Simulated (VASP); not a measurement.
TiAl, 2 atoms in the cell. Symmetry: Pm-3m, No. 221, cubic system. The conventional cell has a = 3.179 Å, b = 3.179 Å, c = 3.179 Å, α = 90.00°, β = 90.00°, γ = 90.00°. Ti (site symmetry m-3m) has 8 Al at 2.75 Å and 6 Ti at 3.18 Å within 3.6 Å. Within 3.6 Å of Al (site symmetry m-3m) lie 8 Ti at 2.75 Å and 6 Al at 3.18 Å. 

```yaml
Program: VASP 6.6.1
Task: single point
Functional: PBE
Potentials_or_basis: VASP PAW PBE potentials, release 64 (Ti_sv, Al)
Cutoff: 520 eV
k_mesh: 8 × 8 × 8
Occupations: gaussian, width 0.02 eV
Spin: no spin polarisation
Dipole_correction: no
Further_INCAR_settings: ALGO = Fast; EDIFF = 1e-07; NBANDS = 14
```

Potentials or basis: VASP PAW PBE potentials, release 64 (Ti_sv, Al).

Run with:

```bash
$ cat potpaw_PBE.64/Ti_sv/POTCAR potpaw_PBE.64/Al/POTCAR > POTCAR
$ mpirun -np 1 vasp_std > vasp.out
```

Hardware: 1 thread of Intel(R) Xeon(R) 6975P-C (Granite Rapids), on a shared host.

Estimate the wall time of this run.

Run time: 12 s on 1 thread of Intel(R) Xeon(R) 6975P-C (Granite Rapids), on a shared host, peak memory 0.15 GiB. Counts: scf iterations 35, k points 35.
